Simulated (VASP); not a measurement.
# AgCl (P6_3/mmc) in VASP: further runs

The runs below take AgCl through single point, with PBE.

Everything below comes from runs of VASP 6.6.1. Logs are shortened: lines on timing, memory, paths and dates and some standing lists are left out, and cuts for length are marked.

### 1 The cell of the first run

It takes space group P6_3/mmc (No. 194, hexagonal). The conventional cell has a = 3.769 Å, b = 3.769 Å, c = 7.131 Å, α = 90.00°, β = 90.00°, γ = 120.00°. Ag (site symmetry -6m2) has 6 Cl at 2.81 Å within 3.7 Å. Cl (site symmetry -3m) has 6 Ag at 2.81 Å and 2 Cl at 3.57 Å within 3.7 Å.

### 2 Single point, PBE

INCAR

```
ALGO = Normal ; EDIFF = 1E-7
ENCUT = 520 ; GGA = PE
ISIF = 2 ; ISMEAR = 0
LASPH = True ; LCHARG = False
LREAL = False ; LWAVE = False
NBANDS = 26 ; NELM = 80
PREC = Accurate ; SIGMA = 0.02
```

KPOINTS

```
k-points
0
Gamma
  9 9 6
```

POSCAR

```
AgCl
1.0
    3.7688603504      0.0000000000      0.0000000000
   -1.8844301752      3.2639288067      0.0000000000
    0.0000000000      0.0000000000      7.1308216506
Ag Cl
2 2
Direct
    0.0000000000      0.0000000000      0.0000000000
    0.3333333333      0.6666666667      0.5000000000
    0.6666666667      0.3333333333      0.2500000000
    0.6666666667      0.3333333333      0.7500000000
```

Potentials or basis: VASP PAW PBE potentials, release 64 (Ag, Cl).

Launch:

```console
cat potpaw_PBE.64/Ag/POTCAR potpaw_PBE.64/Cl/POTCAR > POTCAR
mpirun -np 1 vasp_std > vasp.out
```

OUTCAR:

```text
EDIFF = 1E-7
   ENCUT = 520
   GGA = PE
   ISIF = 2
   ISMEAR = 0
   LASPH = True
   LREAL = False
   NELM = 80
   PREC = Accurate

 ion  position               nearest neighbor table
   1  0.000  0.000  0.000-   3 2.81   4 2.81   3 2.81   4 2.81   3 2.81   4 2.81
   2  0.333  0.667  0.500-   3 2.81   4 2.81   3 2.81   4 2.81   3 2.81   4 2.81
   3  0.667  0.333  0.250-   2 2.81   1 2.81   2 2.81   1 2.81   1 2.81   2 2.81
   4  0.667  0.333  0.750-   2 2.81   1 2.81   2 2.81   1 2.81   1 2.81   2 2.81

  LATTYP: Found a hexagonal cell.
 ALAT       =     3.7688603504
 C/A-ratio  =     1.8920365807

  Lattice vectors:

 A1 = (   3.7688603504,   0.0000000000,   0.0000000000)
 A2 = (  -1.8844301752,   3.2639288067,   0.0000000000)
 A3 = (   0.0000000000,   0.0000000000,   7.1308216506)

Analysis of symmetry for initial positions (statically):
=====================================================================
 Subroutine PRICEL returns:
 Original cell was already a primitive cell.

 Routine SETGRP: Setting up the symmetry group for a
 hexagonal supercell.

 Subroutine GETGRP returns: Found 24 space group operations
 (whereof 12 operations were pure point group operations)
 out of a pool of 24 trial point group operations.

The static configuration has the point symmetry D_3h.
 The point group associated with its full space group is D_6h.

Analysis of symmetry for dynamics (positions and initial velocities):
=====================================================================
 Subroutine PRICEL returns:
 Original cell was already a primitive cell.

 Routine SETGRP: Setting up the symmetry group for a
 hexagonal supercell.

 Subroutine GETGRP returns: Found 24 space group operations
 (whereof 12 operations were pure point group operations)
 out of a pool of 24 trial point group operations.

The dynamic configuration has the point symmetry D_3h.
 The point group associated with its full space group is D_6h.

 Subroutine INISYM returns: Found 24 space group operations
 (whereof 12 operations are pure point group operations),
 and found     1 'primitive' translations

----------------------------------------------------------------------------------------

                                     Primitive cell

  volume of cell :      87.7183

  direct lattice vectors                    reciprocal lattice vectors
     3.768860350  0.000000000  0.000000000     0.265332198  0.153189616  0.000000000
    -1.884430175  3.263928807  0.000000000     0.000000000  0.306379232  0.000000000
     0.000000000  0.000000000  7.130821651     0.000000000  0.000000000  0.140236294

  length of vectors
     3.768860350  3.768860350  7.130821651     0.306379232  0.306379232  0.140236294

  position of ions in fractional coordinates (direct lattice)
     0.000000000  0.000000000  0.000000000
     0.333333333  0.666666667  0.500000000
     0.666666667  0.333333333  0.250000000
     0.666666667  0.333333333  0.750000000

  ion indices of the primitive-cell ions
   primitive index   ion index
                 1           1
                 2           2
                 3           3
                 4           4

----------------------------------------------------------------------------------------

 KPOINTS: k-points

Automatic generation of k-mesh.
 Grid dimensions read from file:
 generate k-points for:    9    9    6

 Generating k-lattice:

  Cartesian coordinates                     Fractional coordinates (reciprocal lattice)
     0.029481355  0.017021068  0.000000000     0.111111111  0.000000000  0.000000000
     0.000000000  0.034042137  0.000000000     0.000000000  0.111111111  0.000000000
     0.000000000  0.000000000  0.023372716     0.000000000  0.000000000  0.166666667

  Length of vectors
     0.034042137  0.034042137  0.023372716

  Shift w.r.t. Gamma in fractional coordinates (k-lattice)
     0.000000000  0.000000000  0.000000000

 Subroutine IBZKPT returns following result:
 ===========================================

 Found     48 irreducible k-points:

 Following reciprocal coordinates:
            Coordinates               Weight
  0.000000  0.000000  0.000000      1.000000
  0.111111  0.000000  0.000000      6.000000
  0.222222  0.000000  0.000000      6.000000
  0.333333  0.000000  0.000000      6.000000
  0.444444  0.000000  0.000000      6.000000
  0.111111  0.111111  0.000000      6.000000
[... 16 lines left out ...]
  0.333333  0.222222  0.166667     24.000000
  0.333333  0.333333  0.166667      4.000000
 [... further k-points ...]
   k-points           NKPTS =     48   k-points in BZ     NKDIM =     48   number of bands    NBANDS=     26
   number of dos      NEDOS =    301   number of ions     NIONS =      4
   total plane-waves  NPLWV =  42336
   dimension x,y,z NGX =    28 NGY =   28 NGZ =   54
   dimension x,y,z NGXF=    56 NGYF=   56 NGZF=  108
   ions per type =               2   2
   NGX,Y,Z   is equivalent  to a cutoff of  12.35, 12.35, 12.59 a.u.
   NGXF,Y,Z  is equivalent  to a cutoff of  24.70, 24.70, 25.18 a.u.
 SYSTEM =  unknown system
   PREC   = accura    normal or accurate (medium, high low for compatibility)
   ISTART =      0    job   : 0-new  1-cont  2-samecut
   ICHARG =      2    charge: 1-file 2-atom 10-const
   ISPIN  =      1    spin polarized calculation?
   LNONCOLLINEAR =      F non collinear calculations
   LSORBIT =      F    spin-orbit coupling
   LASPH  =      T    aspherical Exc in radial PAW
   ENCUT  =  520.0 eV  38.22 Ry    6.18 a.u.   7.01  7.01 13.26*2*pi/ulx,y,z
   NELM   =     80;   NELMIN=  2; NELMDL= -5     # of ELM steps
   EDIFF  = 0.1E-06   stopping-criterion for ELM
   LREAL  =      F    real-space projection
   EDIFFG = 0.1E-05   stopping-criterion for IOM
   NSW    =      0    number of steps for IOM
   IBRION =     -1    ionic relax: 0-MD 1-quasi-New 2-CG
   NFREE  =      0    steps in history (QN), initial steepest desc. (CG)
   ISIF   =      2    stress and relaxation
   ISYM   =      2    0-nonsym 1-usesym 2-fastsym
   POTIM  = 0.5000    time-step for ionic-motion
   TEBEG  =    0.0;   TEEND  =   0.0 temperature during run
   PSTRESS=    0.0 pullay stress
   NELECT =      36.0000    total number of electrons
   NUPDOWN=      -1.0000    fix difference up-down
   EMIN   =  10.00;   EMAX   =-10.00  energy-range for DOS
   EFERMI =   0.00;   METHOD = LEGACY
   ISMEAR =     0;   SIGMA  =   0.02  broadening in eV -4-tet -1-fermi 0-gaus
   EFERMI_NEDOS =   21; number of points for ismear=-14 and -15
   IALGO  =     38    algorithm
   IMIX   =      4    mixing-type and parameters
     AMIX     =   0.40;   BMIX     =  1.00
     AMIX_MAG =   1.60;   BMIX_MAG =  1.00
  volume/ion in A,a.u.               =      21.93       147.99
  Fermi-wavevector in a.u.,A,eV,Ry     =   1.216594  2.299029 20.137986  1.480100
  Thomas-Fermi vector in A             =   2.351942
   LORBIT       =      0    0 simple, 1 ext, 2 COOP (PROOUT), +10 PAW based schemes
   GGA     = PE    functional components
   LHFCALC =     F    Hartree Fock is set to
   AEXX    =    0.0000 exact exchange contribution
   IVDW    =     0    specifies the selected vdW correction
   LEPSILON=     F    determine dielectric tensor
   LRPA    =     F    only Hartree local field effects (RPA)
 non-spin polarized calculation
 Gauss-broadening in eV      SIGMA  =   0.02
  energy-cutoff  :      520.00
  volume of cell :       87.72
 maximum number of plane-waves:      2378
 NGX is ok and might be reduce to    28
   NGX = 13   NGY = 13   NGZ = 27

 number of electron      36.0000002 magnetization

 Free energy of the ion-electron system (eV)
  ---------------------------------------------------
  ext. energy  EPLUGINS =         0.00000000
  ---------------------------------------------------
  free energy    TOTEN  =       -10.65320545 eV

  energy without entropy =      -10.65320545  energy(sigma->0) =      -10.65320545

 E-fermi :   3.4301     XC(G=0):  -9.8353

 val. band max:        3.2998432003   @ k =   0.4444   0.1111   0.0000
 cond. band min:       4.2106763159   @ k =   0.0000   0.0000   0.0000
 fundamental gap:      0.9108331156
 Fermi energy:         3.4301473276

 k-point     1 :       0.0000    0.0000    0.0000
  band No.  band energies     occupation
      1     -11.4699      2.00000
      2     -11.0932      2.00000
      3      -1.7791      2.00000
      4       0.1355      2.00000
      5       0.1355      2.00000
      6       0.4800      2.00000
[... 18 lines left out ...]
     25      15.3548      0.00000
     26      15.3549      0.00000

 k-point     2 :       0.1111    0.0000    0.0000
  band No.  band energies     occupation
      1     -11.4274      2.00000
      2     -11.0661      2.00000
      3      -1.6860      2.00000
      4      -0.0490      2.00000
      5       0.1834      2.00000
      6       0.3397      2.00000
[... 18 lines left out ...]
     25      14.2628      0.00000
     26      14.4794      0.00000

 k-point     3 :       0.2222    0.0000    0.0000
  band No.  band energies     occupation
      1     -11.3166      2.00000
      2     -10.9958      2.00000
      3      -1.4590      2.00000
      4      -0.4886      2.00000
      5      -0.0663      2.00000
      6       0.1169      2.00000
[... 18 lines left out ...]
     25      13.0151      0.00000
     26      13.0573      0.00000

 k-point     4 :       0.3333    0.0000    0.0000
  band No.  band energies     occupation
      1     -11.1848      2.00000
      2     -10.9129      2.00000
      3      -1.2870      2.00000
      4      -0.8847      2.00000
      5      -0.4854      2.00000
      6      -0.1033      2.00000
[... 18 lines left out ...]
     25      12.7942      0.00000
     26      13.1503      0.00000

 k-point     5 :       0.4444    0.0000    0.0000
  band No.  band energies     occupation
      1     -11.0951      2.00000
      2     -10.8570      2.00000
      3      -1.3993      2.00000
      4      -0.9231      2.00000
      5      -0.7443      2.00000
      6      -0.2286      2.00000
[... 18 lines left out ...]
     25      12.5576      0.00000
     26      13.9026      0.00000

 k-point     6 :       0.1111    0.1111    0.0000
  band No.  band energies     occupation
      1     -11.3506      2.00000
      2     -11.0173      2.00000
      3      -1.5238      2.00000
      4      -0.3486      2.00000
      5       0.0881      2.00000
      6       0.1646      2.00000
[... 427 lines left out ...]
 k-point    21 :       0.4444    0.1111    0.1667
  band No.  band energies     occupation
      1     -11.0570      2.00000
      2     -10.8581      2.00000
      3      -1.2728      2.00000
      4      -0.8816      2.00000
      5      -0.7780      2.00000
      6      -0.2632      2.00000
[... 18 lines left out ...]
     25      13.1444      0.00000
     26      13.8624      0.00000

 k-point    22 :       0.2222    0.2222    0.1667
  band No.  band energies     occupation
      1     -11.1101      2.00000
      2     -10.8932      2.00000
      3      -1.0449      2.00000
      4      -0.9185      2.00000
      5      -0.4887      2.00000
      6      -0.3584      2.00000
[... 18 lines left out ...]
     25      12.3059      0.00000
     26      13.7836      0.00000

 k-point    23 :       0.3333    0.2222    0.1667
  band No.  band energies     occupation
      1     -11.0428      2.00000
      2     -10.8479      2.00000
      3      -1.0400      2.00000
      4      -0.8940      2.00000
      5      -0.6966      2.00000
      6      -0.3809      2.00000
[... 18 lines left out ...]
     25      12.9526      0.00000
     26      14.0978      0.00000

 k-point    24 :       0.3333    0.3333    0.1667
  band No.  band energies     occupation
      1     -11.0196      2.00000
      2     -10.8320      2.00000
      3      -0.9214      2.00000
      4      -0.7730      2.00000
      5      -0.7730      2.00000
      6      -0.3411      2.00000
[... 18 lines left out ...]
     25      12.4446      0.00000
     26      14.3363      0.00000

 [... further k-points ...]

------------------------ aborting loop because EDIFF is reached ----------------------------------------

  FORCE on cell =-STRESS in cart. coord.  units (eV):
  Direction    XX          YY          ZZ          XY          YZ          ZX
  --------------------------------------------------------------------------------------
  -------------------------------------------------------------------------------------
  Total       -0.0687021     -0.0687021     -0.0518665      0.0000000      0.0000000      0.0000000
  in kB       -1.2548451     -1.2548451     -0.9473421      0.0000000      0.0000000      0.0000000
  external PRESSURE =      -1.1523441 kB  Pullay stress =       0.0000000 kB

 VOLUME and BASIS-vectors are now :
 -----------------------------------------------------------------------------
  energy-cutoff  :      520.00
  volume of cell :       87.72
      direct lattice vectors                 reciprocal lattice vectors
     3.768860350  0.000000000  0.000000000     0.265332198  0.153189616  0.000000000
    -1.884430175  3.263928807  0.000000000     0.000000000  0.306379232  0.000000000
     0.000000000  0.000000000  7.130821651     0.000000000  0.000000000  0.140236294

 POSITION                                       TOTAL-FORCE (eV/Angst)
 -----------------------------------------------------------------------------------
      0.00000      0.00000      0.00000         0.000000      0.000000     -0.000000
     -0.00000      2.17595      3.56541        -0.000000     -0.000000     -0.000000
      1.88443      1.08798      1.78271         0.000000      0.000000     -0.000000
      1.88443      1.08798      5.34812         0.000000     -0.000000      0.000000
 -----------------------------------------------------------------------------------
    total drift:                               -0.000001      0.000000     -0.000000

  FREE ENERGIE OF THE ION-ELECTRON SYSTEM (eV)
  ---------------------------------------------------
  free  energy   TOTEN  =       -10.6532054549 eV

  energy  without entropy=      -10.6532054549  energy(sigma->0) =      -10.65320545
```

It took 70 s on 1 thread of AMD EPYC 7R43 (Zen 3), shared host; peak memory 0.21 GiB.

What came out:

| Item | Value |
| --- | --- |
| Free energy | -10.6532 eV |
| Pressure | -0.1 GPa |
| Band gap on the k mesh | 0.91 eV, indirect (least direct gap 1.43 eV) |

Levels at points of the mesh, in eV from the valence-band top:
| k point | band 15 | band 16 | band 17 | band 18 | band 19 | band 20 | band 21 | band 22 |
| --- | --- | --- | --- | --- | --- | --- | --- | --- |
| (0.00, 0.00, 0.00) | -0.62 | -0.62 | -0.52 | -0.52 | 0.91 | 5.29 | 5.44 | 8.90 |
| (0.00, 0.00, 0.50) | -0.63 | -0.63 | -0.63 | -0.63 | 2.69 | 2.69 | 8.24 | 8.24 |

### 3 Single point, PBE

This run uses another cell than the first one, of 22.28 Å³/atom, 1.016 times its volume.

INCAR

```
PREC = Accurate
ENCUT = 520
EDIFF = 1E-6
ISMEAR = 0
SIGMA = 0.02
LREAL = False
LASPH = True
NELM = 80
ALGO = Normal
ISIF = 2
LWAVE = False
LCHARG = False
GGA = PE
NBANDS = 26
```

KPOINTS

```
Automatic mesh
0
Gamma
  9 9 6
```

POSCAR

```
AgCl
1.0
    4.0733702425      0.0000000000      0.0000000000
   -2.0366851212      3.5276421090      0.0000000000
    0.0000000000      0.0000000000      6.2008065985
Ag Cl
2 2
Direct
    0.0000000000      0.0000000000      0.0000000000
    0.0000000000      0.0000000000      0.5000000000
    0.3333333333      0.6666666667      0.2500000000
    0.6666666667      0.3333333333      0.7500000000
```

Potentials or basis: VASP PAW PBE potentials, release 64 (Ag, Cl).

Launch:

```console
cat potpaw_PBE.64/Ag/POTCAR potpaw_PBE.64/Cl/POTCAR > POTCAR
mpirun -np 1 vasp_std > vasp.out
```

Run time: 66 s. Hardware: 1 thread of AMD EPYC 7R43 (Zen 3), shared host; peak memory 0.2 GiB.

The run converged. Its results:

```
Free energy            : -10.7987 eV
Pressure               : -0.1 GPa
Band gap on the k mesh : 0.91 eV, direct
```

Levels at points of the mesh, in eV from the valence-band top:
| k point | band 15 | band 16 | band 17 | band 18 | band 19 | band 20 | band 21 | band 22 |
| --- | --- | --- | --- | --- | --- | --- | --- | --- |
| (0.00, 0.00, 0.00) | -1.78 | -0.97 | 0.00 | 0.00 | 0.91 | 4.14 | 7.06 | 7.86 |
| (0.00, 0.00, 0.50) | -0.63 | -0.63 | -0.63 | -0.63 | 2.87 | 2.87 | 8.40 | 8.40 |
